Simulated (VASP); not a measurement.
A run of VASP 6.6.1 is set up as follows.

The input INCAR:

```
PREC     = Accurate       # precision mode
ENCUT    = 520            # plane-wave cutoff, eV
EDIFF    = 1E-6           # SCF threshold, eV
ISMEAR   = 0              # smearing method
SIGMA    = 0.05           # smearing width, eV
LREAL    = False          # projectors in reciprocal space
LASPH    = True           # aspherical terms in the spheres
NELM     = 100            # most SCF steps
ALGO     = Normal         # electronic algorithm
ISIF     = 2              # what is computed and relaxed
LWAVE    = False          # write WAVECAR
LCHARG   = True           # write CHGCAR
GGA      = PS             # functional
LELF     = True           # ELF
LVHAR    = True         
NBANDS   = 20             # bands
```

The input KPOINTS:

```
regular mesh
0
Gamma
  10 10 10
```

Contents of POSCAR:

```
BiAu
1.0
    0.0000000000      2.9544543587      2.9544543587
    2.9544543587      0.0000000000      2.9544543587
    2.9544543587      2.9544543587      0.0000000000
Au Bi
1 1
Direct
    0.5000000000      0.5000000000      0.5000000000
    0.0000000000      0.0000000000      0.0000000000
```

Potentials or basis: VASP PAW PBE potentials, release 64 (Au, Bi_d).

Launch:

```sh
$ cat potpaw_PBE.64/Au/POTCAR potpaw_PBE.64/Bi_d/POTCAR > POTCAR
$ mpirun -np 1 vasp_std > vasp.out
```

Q: What does it give for the pressure?

A: -3.1 GPa.

Q: Predict the band gap on the k mesh.

A: Zero (band 13 reaches 10.29 eV, above the bottom of band 14 at 5.25 eV).

Caveat: the PAW data sets were made with another functional, which shifts forces and pressure a little; spin-orbit coupling is left out, which moves the levels of the heavy elements.
